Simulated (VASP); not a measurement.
Here is a VASP 6.6.1 calculation.

File INCAR:

```
SYSTEM = Ge
PREC = Accurate
ENCUT = 520
EDIFF = 1E-7
ISMEAR = -1
SIGMA = 0.1
LREAL = .FALSE.
LASPH = .TRUE.
NELM = 100
ALGO = Normal
ISIF = 2
LWAVE = .FALSE.
LCHARG = .FALSE.
GGA = PS
NBANDS = 13
```

File KPOINTS:

```
Automatic mesh
0
G
  15 15 15
  0 0 0
```

POSCAR

```
Ge
1.0
   -1.5914985099      1.5914985099      1.5914985099
    1.5914985099     -1.5914985099      1.5914985099
    1.5914985099      1.5914985099     -1.5914985099
Ge
1
Direct
    0.0000000000      0.0000000000      0.0000000000
```

Potentials or basis: VASP PAW PBE potentials, release 64 (Ge_d).

Run with:

```console
$ cat potpaw_PBE.64/Ge_d/POTCAR > POTCAR
$ mpirun -np 1 vasp_std > vasp.out
```

Problem. What does it give for the band gap on the k mesh?

Solution. Zero (band 7 reaches 19.37 eV, above the bottom of band 8 at 4.77 eV).

Problem. Estimate the pressure.

Solution. 12.2 GPa.

Caveat: the PAW data sets were made with another functional, which shifts forces and pressure a little.
